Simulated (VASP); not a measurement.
Write the native input for VASP 6.6.1 that does the following.

```
Task                   : single point
Functional             : revPBE
Potentials or basis    : VASP PAW PBE potentials, release 64 (Ta_pv)
Cutoff                 : 520 eV
k mesh                 : 13 × 13 × 13
Occupations            : fermi-dirac, width 0.1 eV
Spin                   : no spin polarisation
Dipole correction      : no
Further INCAR settings : ALGO = Normal; EDIFF = 1e-07; NBANDS = 12
```

The structure of Ta lies in POSCAR:

```
Ta
1.0
    2.7913995267      0.0000000000      0.0000000000
    0.0000000000      2.7913995267      0.0000000000
    0.0000000000      0.0000000000      2.7913995267
Ta
1
Direct
    0.0000000000      0.0000000000      0.0000000000
```

This cell differs from its parent crystal: volume scaled by 1.04.

These files were run (other wordings do the same):

INCAR

```
SYSTEM = Ta
ALGO = Normal
EDIFF = 1E-7
ENCUT = 520
GGA = RE
ISIF = 2
ISMEAR = -1
LASPH = .TRUE.
LCHARG = .FALSE.
LREAL = .FALSE.
LWAVE = .FALSE.
NBANDS = 12
NELM = 80
PREC = Accurate
SIGMA = 0.1
```

KPOINTS

```
k-points
0
G
  13 13 13
  0 0 0
```

Potentials or basis: VASP PAW PBE potentials, release 64 (Ta_pv).

Run with:

```sh
$ cat potpaw_PBE.64/Ta_pv/POTCAR > POTCAR
$ mpirun -np 1 vasp_std > vasp.out
```

It gave:

The pressure is -5.0 GPa.

Caveat: the PAW data sets were made with another functional, which shifts forces and pressure a little.

It took 15 s on 1 thread of Intel(R) Xeon(R) Platinum 8259CL CPU @ 2.50GHz (Skylake/Cascade Lake), on a shared host, peak memory 0.15 GiB.
